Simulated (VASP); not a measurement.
# Co (P6_3/mmc) in VASP: single point with PBE

Aim: the single point of Co with PBE.

All numbers are computed with VASP 6.6.1; they aren't measurements. Logs are shortened: lines on timing, memory, paths and dates and some standing lists are left out, and cuts for length are marked.

## (1) The cell of the first run

The structure is hexagonal, space group P6_3/mmc (No. 194). The conventional cell has a = 2.493 Å, b = 2.493 Å, c = 4.031 Å, α = 90.00°, β = 90.00°, γ = 120.00°. Within 3.3 Å of Co (site symmetry -6m2) lie 12 Co at 2.48 to 2.49 Å.

## (2) Single point, PBE, non-collinear spin, typed start, spin-orbit coupling (10.85 Å³/atom)

The input, INCAR:

```
ALGO = Normal
EDIFF = 1E-7
ENCUT = 520
GGA = PE
GGA_COMPAT = F
ISIF = 2
ISMEAR = 0
LASPH = T
LCHARG = F
LMAXMIX = 4
LORBIT = 11
LORBMOM = T
LREAL = F
LSORBIT = T
LWAVE = F
MAGMOM = 0 0 1.78 0 0 1.78
NBANDS = 30
NELM = 150
PREC = Accurate
SIGMA = 0.05
```

The input, KPOINTS:

```
k-points
0
Gamma
  20 20 10
```

The input, POSCAR:

```
Co
1.0
    2.4934862558      0.0000000000      0.0000000000
   -1.2467431279      2.1594224415      0.0000000000
    0.0000000000      0.0000000000      4.0314489031
Co
2
Direct
    0.3333333333      0.6666666667      0.7500000000
    0.6666666667      0.3333333333      0.2500000000
```

Potentials or basis: VASP PAW PBE potentials, release 64 (Co).

On the command line:

```sh
$ cat potpaw_PBE.64/Co/POTCAR > POTCAR
$ mpirun -np 1 vasp_ncl > vasp.out
```

OUTCAR:

```text
EDIFF = 1E-7
   ENCUT = 520
   GGA = PE
   ISIF = 2
   ISMEAR = 0
   LASPH = T
   LORBIT = 11
   LREAL = F
   LSORBIT = T
   NELM = 150
   PREC = Accurate

 ion  position               nearest neighbor table
   1  0.333  0.667  0.750-   2 2.48   2 2.48   2 2.48   2 2.48   2 2.48   2 2.48
   2  0.667  0.333  0.250-   1 2.48   1 2.48   1 2.48   1 2.48   1 2.48   1 2.48

  LATTYP: Found a hexagonal cell.
 ALAT       =     2.4934862558
 C/A-ratio  =     1.6167921093

  Lattice vectors:

 A1 = (   2.4934862558,   0.0000000000,   0.0000000000)
 A2 = (  -1.2467431279,   2.1594224415,   0.0000000000)
 A3 = (   0.0000000000,   0.0000000000,   4.0314489031)

Analysis of symmetry for initial positions (statically):
=====================================================================
 Subroutine PRICEL returns:
 Original cell was already a primitive cell.

 Routine SETGRP: Setting up the symmetry group for a
 hexagonal supercell.

 Subroutine GETGRP returns: Found 24 space group operations
 (whereof 12 operations were pure point group operations)
 out of a pool of 24 trial point group operations.

The static configuration has the point symmetry D_3d.
 The point group associated with its full space group is D_6h.

Analysis of symmetry for dynamics (positions and initial velocities):
=====================================================================
 Subroutine PRICEL returns:
 Original cell was already a primitive cell.

 Routine SETGRP: Setting up the symmetry group for a
 hexagonal supercell.

 Subroutine GETGRP returns: Found 24 space group operations
 (whereof 12 operations were pure point group operations)
 out of a pool of 24 trial point group operations.

The dynamic configuration has the point symmetry D_3d.
 The point group associated with its full space group is D_6h.

Analysis of structural, dynamic, and magnetic symmetry:
=====================================================================
 Subroutine PRICEL returns:
 Original cell was already a primitive cell.

 Routine SETGRP: Setting up the symmetry group for a
 hexagonal supercell.

 Subroutine GETGRP returns: Found 12 space group operations
 (whereof  6 operations were pure point group operations)
 out of a pool of 24 trial point group operations.

The overall configuration has the point symmetry S_6 .
 The point group associated with its full space group is C_6h.

 Subroutine INISYM returns: Found 12 space group operations
 (whereof  6 operations are pure point group operations),
 and found     1 'primitive' translations

----------------------------------------------------------------------------------------

                                     Primitive cell

  volume of cell :      21.7073

  direct lattice vectors                    reciprocal lattice vectors
     2.493486256  0.000000000  0.000000000     0.401044922  0.231543393  0.000000000
    -1.246743128  2.159422441  0.000000000     0.000000000  0.463086787  0.000000000
     0.000000000  0.000000000  4.031448903     0.000000000  0.000000000  0.248049777

  length of vectors
     2.493486256  2.493486256  4.031448903     0.463086787  0.463086787  0.248049777

  position of ions in fractional coordinates (direct lattice)
     0.333333333  0.666666667  0.750000000
     0.666666667  0.333333333  0.250000000

  ion indices of the primitive-cell ions
   primitive index   ion index
                 1           1
                 2           2

----------------------------------------------------------------------------------------

 KPOINTS: k-points

Automatic generation of k-mesh.
 Grid dimensions read from file:
 generate k-points for:   20   20   10

 Generating k-lattice:

[... 97 lines left out ...]

 number of electron      17.9999997 magnetization      -0.0000000     -0.0000000      3.1917568

 number of electron      17.9999997 magnetization       0.0000000     -0.0000000      3.1917599

 number of electron      17.9999997 magnetization       0.0000000      0.0000000      3.1917682

 Free energy of the ion-electron system (eV)
  ---------------------------------------------------
  ext. energy  EPLUGINS =         0.00000000
  ---------------------------------------------------
  free energy    TOTEN  =       -14.08904811 eV

  energy without entropy =      -14.08675552  energy(sigma->0) =      -14.08790181

 E-fermi :  10.2532     XC(G=0): -13.4015

 val. band max:       10.2528513556   @ k =   0.3500   0.1000   0.5000
 cond. band min:      10.2594519396   @ k =   0.4000   0.0500   0.3000
 fundamental gap:      0.0066005839
 Fermi energy:        10.2532074230

 k-point     1 :       0.0000    0.0000    0.0000
  band No.  band energies     occupation
      1       1.3353      1.00000
      2       1.3496      1.00000
      3       5.1330      1.00000
      4       6.0555      1.00000
      5       7.5970      1.00000
      6       7.6426      1.00000
[... 781 lines left out ...]
     29      25.1637      0.00000
     30      25.3915      0.00000

 [... further k-points ...]

------------------------ aborting loop because EDIFF is reached ----------------------------------------

  FORCE on cell =-STRESS in cart. coord.  units (eV):
  Direction    XX          YY          ZZ          XY          YZ          ZX
  --------------------------------------------------------------------------------------
  -------------------------------------------------------------------------------------
  Total       -0.0803249     -0.0803249     -0.1272442     -0.0000000     -0.0000000      0.0000000
  in kB       -5.9286381     -5.9286381     -9.3916732     -0.0000033     -0.0000000      0.0000000
  external PRESSURE =      -7.0829831 kB  Pullay stress =       0.0000000 kB

 VOLUME and BASIS-vectors are now :
 -----------------------------------------------------------------------------
  energy-cutoff  :      520.00
  volume of cell :       21.71
      direct lattice vectors                 reciprocal lattice vectors
     2.493486256  0.000000000  0.000000000     0.401044922  0.231543393  0.000000000
    -1.246743128  2.159422441  0.000000000     0.000000000  0.463086787  0.000000000
     0.000000000  0.000000000  4.031448903     0.000000000  0.000000000  0.248049777

 POSITION                                       TOTAL-FORCE (eV/Angst)
 -----------------------------------------------------------------------------------
     -0.00000      1.43961      3.02359        -0.000000      0.000000     -0.000000
      1.24674      0.71981      1.00786         0.000000     -0.000000      0.000000
 -----------------------------------------------------------------------------------
    total drift:                               -0.000000     -0.000000     -0.000000

  FREE ENERGIE OF THE ION-ELECTRON SYSTEM (eV)
  ---------------------------------------------------
  free  energy   TOTEN  =       -14.0890481110 eV

  energy  without entropy=      -14.0867555179  energy(sigma->0) =      -14.08790181

 orbital moment (x)

 # of ion     p       d       tot
 ----------------------------------------
  1        -0.000  -0.000  -0.000
  2        -0.000  -0.000  -0.000
 ----------------------------------------
           -0.000  -0.000  -0.000

 orbital moment (y)

 # of ion     p       d       tot
 ----------------------------------------
  1         0.000   0.000   0.000
  2        -0.000  -0.000  -0.000
 ----------------------------------------
            0.000  -0.000  -0.000

 orbital moment (z)

 # of ion     p       d       tot
 ----------------------------------------
  1         0.001   0.078   0.078
  2         0.001   0.078   0.078
 ----------------------------------------
            0.001   0.155   0.157

 Spin-Orbit-Coupling matrix elements

 Ion:    1  E_soc:     -0.0159198
 l=   1
     0.0000000    -0.0003730    -0.0003731
    -0.0003730     0.0000000    -0.0003730
    -0.0003731    -0.0003730     0.0000000
 l=   2
     0.0000000    -0.0004523     0.0000000    -0.0004523    -0.0019634
    -0.0004523     0.0000000    -0.0012597    -0.0005489    -0.0004523
     0.0000000    -0.0012597     0.0000000    -0.0012597     0.0000000
    -0.0004523    -0.0005489    -0.0012597     0.0000000    -0.0004523
    -0.0019634    -0.0004523     0.0000000    -0.0004523     0.0000000
 l=   3
     0.0000000     0.0000000     0.0000000     0.0000000     0.0000000     0.0000000     0.0000000
     0.0000000     0.0000000     0.0000000     0.0000000     0.0000000     0.0000000     0.0000000
     0.0000000     0.0000000     0.0000000     0.0000000     0.0000000     0.0000000     0.0000000
     0.0000000     0.0000000     0.0000000     0.0000000     0.0000000     0.0000000     0.0000000
     0.0000000     0.0000000     0.0000000     0.0000000     0.0000000     0.0000000     0.0000000
     0.0000000     0.0000000     0.0000000     0.0000000     0.0000000     0.0000000     0.0000000
     0.0000000     0.0000000     0.0000000     0.0000000     0.0000000     0.0000000     0.0000000

 Ion:    2  E_soc:     -0.0159198
 l=   1
     0.0000000    -0.0003730    -0.0003731
    -0.0003730     0.0000000    -0.0003730
    -0.0003731    -0.0003730     0.0000000
 l=   2
     0.0000000    -0.0004523     0.0000000    -0.0004523    -0.0019634
    -0.0004523     0.0000000    -0.0012597    -0.0005489    -0.0004523
     0.0000000    -0.0012597     0.0000000    -0.0012597     0.0000000
    -0.0004523    -0.0005489    -0.0012597     0.0000000    -0.0004523
    -0.0019634    -0.0004523     0.0000000    -0.0004523     0.0000000
 l=   3
     0.0000000     0.0000000     0.0000000     0.0000000     0.0000000     0.0000000     0.0000000
     0.0000000     0.0000000     0.0000000     0.0000000     0.0000000     0.0000000     0.0000000
     0.0000000     0.0000000     0.0000000     0.0000000     0.0000000     0.0000000     0.0000000
     0.0000000     0.0000000     0.0000000     0.0000000     0.0000000     0.0000000     0.0000000
     0.0000000     0.0000000     0.0000000     0.0000000     0.0000000     0.0000000     0.0000000
     0.0000000     0.0000000     0.0000000     0.0000000     0.0000000     0.0000000     0.0000000
     0.0000000     0.0000000     0.0000000     0.0000000     0.0000000     0.0000000     0.0000000

 total charge

# of ion       s       p       d       tot
------------------------------------------
    1        0.488   0.521   7.264   8.272
    2        0.488   0.521   7.264   8.272
--------------------------------------------------
tot          0.976   1.041  14.527  16.545

 magnetization (x)

# of ion       s       p       d       tot
------------------------------------------
    1        0.000   0.000   0.000   0.000
    2        0.000   0.000   0.000   0.000
--------------------------------------------------
tot          0.000   0.000   0.000   0.000

 magnetization (y)

# of ion       s       p       d       tot
------------------------------------------
    1        0.000   0.000  -0.000  -0.000
    2        0.000   0.000   0.000   0.000
--------------------------------------------------
tot          0.000   0.000   0.000   0.000

 magnetization (z)

# of ion       s       p       d       tot
------------------------------------------
    1       -0.015  -0.055   1.687   1.617
    2       -0.015  -0.055   1.687   1.617
--------------------------------------------------
tot         -0.030  -0.111   3.375   3.234
```

Run time: 21 min. Hardware: 1 thread of Intel Xeon Platinum 8488C (Sapphire Rapids), shared host; peak memory 0.47 GiB.

Results:

```yaml
Free_energy: -14.0890 eV
Pressure: -0.7 GPa
Net_moment: 3.19 μB per cell
Valence_electrons_inside_the_program's_atomic_spheres: Co 8.27
```

Moments on the atoms (μB; x, y, z):
```
Co  0.00 0.00 1.62
Co  0.00 0.00 1.62
```
